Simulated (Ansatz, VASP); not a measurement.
# One calculation of Al3GaN4, two programs

File POSCAR:

```
Al3GaN4
1.0
    4.4012372926      0.0000000000      0.0000000000
    0.0000000000      4.4012372926      0.0000000000
    0.0000000000      0.0000000000      4.7533362760
Al Ga N
3 1 4
Direct
    0.5000000000      0.5000000000      0.0000000000
    0.5000000000      0.0000000000      0.5000000000
    0.0000000000      0.5000000000      0.5000000000
    0.0000000000      0.0000000000      0.0000000000
    0.7444581602      0.7444581602      0.2555418398
    0.7444581602      0.2555418398      0.7444581602
    0.2555418398      0.7444581602      0.7444581602
    0.2555418398      0.2555418398      0.2555418398
```

INCAR.step1

```
PREC = Accurate
ENCUT = 520
ISMEAR = 0
SIGMA = 0.05
LREAL = F
LASPH = T
NELM = 60
NBANDS = 31
GGA = PE
ALGO = Normal
EDIFF = 1E-4
LWAVE = T
LCHARG = F
```

File INCAR.step2:

```
PREC = Accurate
ENCUT = 520
EDIFF = 1E-6
ISMEAR = 0
SIGMA = 0.05
LREAL = F
LASPH = T
NELM = 60
ALGO = Normal
ISIF = 2
LWAVE = F
LCHARG = F
METAGGA = R2SCAN
LMIXTAU = T
NBANDS = 31
ISTART = 1
```

File KPOINTS:

```
regular mesh
0
Gamma
  6 6 6
```

Input for Ansatz:

```yaml
crystal:
  lattice:
    - [4.4012372926, 0.0, 0.0]
    - [0.0, 4.4012372926, 0.0]
    - [0.0, 0.0, 4.753336276]
  atoms:
    - { symbol: Al, position: [0.5, 0.5, 0.0] }
    - { symbol: Al, position: [0.5, 0.0, 0.5] }
    - { symbol: Al, position: [0.0, 0.5, 0.5] }
    - { symbol: Ga, position: [0.0, 0.0, 0.0] }
    - { symbol: "N", position: [0.7444581602, 0.7444581602, 0.2555418398] }
    - { symbol: "N", position: [0.7444581602, 0.2555418398, 0.7444581602] }
    - { symbol: "N", position: [0.2555418398, 0.7444581602, 0.7444581602] }
    - { symbol: "N", position: [0.2555418398, 0.2555418398, 0.2555418398] }
basis:
  ecutwfc: 500
kpoints:
  mp_grid: { grid: [6, 6, 6] }
hamiltonian:
  xc: r2scan
scf:
  occupations: { method: gaussian, width: 0.05 }
output:
  forces: true
  stress: true
  eigenvalues: true
```

Change from the starting cell: strain +0.000 along x and y, +0.080 along z, atoms carried along.

Alike in both runs: task single point; functional r2SCAN; k mesh 6 × 6 × 6; occupations gaussian, width 0.05 eV; no spin polarisation.

|  | VASP | Ansatz |
| --- | --- | --- |
| version | VASP 6.6.1 | Ansatz 0.2.0 |
| potentials or method | VASP PAW PBE potentials, release 64 (Al, Ga_d, N), cutoff 520 eV | scalar-relativistic, plane waves, PAW |
| valence electrons in the cell | 42 | 42 |

|  | VASP | Ansatz | Ansatz less VASP |
| --- | --- | --- | --- |
| gap on the k mesh at the Fermi level (eV) | 3.27 | 3.25 | -0.019 |
| least direct gap on the mesh (eV) | 3.29 | 3.27 | -0.020 |
| pressure (GPa) | -14.1 | -14.0 | +0.07 |
| traceless stress, the component that is largest in VASP (GPa) | -9.16 | -9.12 | +0.044 |
| rms of the force components (eV/Å) | 0.035 | 0.025 | -0.0095 |

VASP's potentials were made for PBE, not for r2SCAN. Atom by atom the forces differ by 0.026 eV/Å (rms over components).
